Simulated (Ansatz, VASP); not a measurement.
## One calculation of MnO, two programs

```
Mn O
1.0
     0.00000    2.22300    2.22300
     2.22300    0.00000    2.22300
     2.22300    2.22300    0.00000
Mn O
1 1
Direct
  0.00000 0.00000 0.00000
  0.50000 0.50000 0.50000
```

Alike in both runs: task single point; functional BLYP; k mesh 12 × 12 × 12; occupations fermi-dirac, width 0.1 eV; collinear spin.

|  | VASP | Ansatz |
| --- | --- | --- |
| version | VASP 6.6.1 | Ansatz 0.2.0 |
| potentials or method | VASP PAW PBE potentials, release 64 (Mn_pv, O) | plane waves, PAW |
| plane-wave cutoff (eV) | 520 | 420 |
| valence electrons in the cell | 19 | 21 |

Ansatz gave:

| Item | Value |
| --- | --- |
| pressure (GPa) | 3.3 |
| net moment per atom (μB) | 2.33 |
| size of the moment on the site where the two differ most (μB) | 3.98 |

What did VASP give for the same quantities?

Pressure (GPa): 3.5; net moment per atom (μB): 2.33; size of the moment on the site where the two differ most (μB): 4.24.

VASP's potentials were made for PBE, not for BLYP. Site moments also hang on the region over which each program counts them. With one functional, cell and mesh, what is left measures potentials, basis and numerics. VASP's potentials hold 19 valence electrons a cell and Ansatz's 21, so a difference there can come from the potentials and not from the codes.
